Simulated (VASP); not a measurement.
The system is Cl.

```
Cl
1.0
     2.87485    0.00000    0.00000
     0.00000    2.87485    0.00000
     0.00000    0.00000    2.87485
Cl
1
Direct
  0.00000 0.00000 0.00000
```

```yaml
Program: VASP 6.6.1
Task: relaxation of cell and atoms
Functional: LDA
Potentials_or_basis: VASP PAW LDA potentials, release 64 (Cl)
Cutoff: 600 eV
k_mesh: 15 × 15 × 15
Occupations: fermi-dirac, width 0.08 eV
Spin: no spin polarisation
```

At the start: pressure -5.2 GPa; volume 23.76 Å³/atom.

Q: Where does the relaxation end?

A: Over 5 steps the energy falls by 56.5 meV/atom and the volume is 20.71 Å³/atom (-12.8 %); space group Pm-3m (No. 221, to 0.1 Å) before and after.

The path:
```tsv
step	energy change (eV)	largest force (eV/Å)	pressure (GPa)	volume (Å³)
1	0.0000	0.0000	-5.18	23.76
2	-0.0546	0.0000	-1.19	21.21
3	-0.0565	0.0000	-0.05	20.74
4	-0.0565	0.0000	0.07	20.69
5	-0.0565	0.0000	0.03	20.71
```

Final structure:
```yaml
crystal:
  lattice:
    - [2.74625, 0.00000, 0.00000]
    - [0.00000, 2.74625, 0.00000]
    - [0.00000, 0.00000, 2.74625]
  atoms:
    - { symbol: Cl, position: [0.00000, 0.00000, 0.00000] }
```

Caveat: an odd number of electrons without spin polarisation forces a metal; a magnetic or distorted state may lie lower.
